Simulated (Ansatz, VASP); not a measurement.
**Two plane-wave programs on AlSi2B4**

```
Al Si B
1.0
     2.53253   -2.53612    0.00000
     2.53253    2.53612    0.00000
    -2.29637    0.00000    5.39491
Al Si B
1 2 4
Direct
  0.00000 0.00000 0.00000
  0.65532 0.65532 0.29903
  0.34468 0.34468 0.70097
  0.00000 0.50000 0.00000
  0.24740 0.75260 0.50000
  0.50000 0.00000 0.00000
  0.75260 0.24740 0.50000
```

Change from the starting cell: species swapped into the Nd2CuO4 type (C2/m, No. 12).

Alike in both runs: task relaxation of cell and atoms; functional PBE; k mesh 6 × 6 × 4; occupations gaussian, width 0.1 eV; no spin polarisation.

|  | VASP | Ansatz |
| --- | --- | --- |
| version | VASP 6.6.1 | Ansatz 0.2.0 |
| potentials or method | VASP PAW PBE potentials, release 64 (Al, Si, B), cutoff 600 eV | scalar-relativistic, plane waves, PAW |
| valence electrons in the cell | 23 | 23 |

Ansatz gave:

- gap on the k mesh at the Fermi level, each at its own relaxed structure (eV): none
- relaxed volume (Å³/atom): 10.09
- relaxed length of the cell vector where the two differ most in proportion (Å): 4.475

Q: Which values does VASP return?

A: gap on the k mesh at the Fermi level, each at its own relaxed structure (eV): none; relaxed volume (Å³/atom): 10.08; relaxed length of the cell vector where the two differ most in proportion (Å): 4.471.

A gap of «none» marks a metal or a gap that the smearing closes.
